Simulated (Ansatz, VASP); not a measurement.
**Two plane-wave programs on KI**

```
K I
1.0
     4.88733    0.30662    0.00000
    -0.31472    4.88682    0.00000
     0.00000    0.00000   23.80000
K I
1 1
Direct
  0.00000 0.00000 0.29412
  0.50000 0.50000 0.29412
```

Alike in both runs: functional PBE; k mesh 6 × 6 × 1; occupations gaussian, width 0.02 eV; no spin polarisation.

Ansatz relaxed the structure, and its values are those at the end. VASP's run is a single point on that final structure, the one shown.

```csv
,VASP,Ansatz
version,VASP 6.6.1,Ansatz 0.2.0
potentials or method,"VASP PAW PBE potentials, release 64 (K_sv, I), cutoff 520 eV","scalar-relativistic, plane waves, PAW"
valence electrons in the cell,16,26
```

|  | VASP | Ansatz | Ansatz less VASP |
| --- | --- | --- | --- |
| gap on the k mesh at the Fermi level (eV) | 4.02 | 4.02 | 0.000 |
| least direct gap on the mesh (eV) | 4.03 | 4.03 | +0.003 |

VASP's potentials hold 16 valence electrons a cell and Ansatz's 26, so a difference there can come from the potentials and not from the codes.

Neither program's run includes spin-orbit coupling.
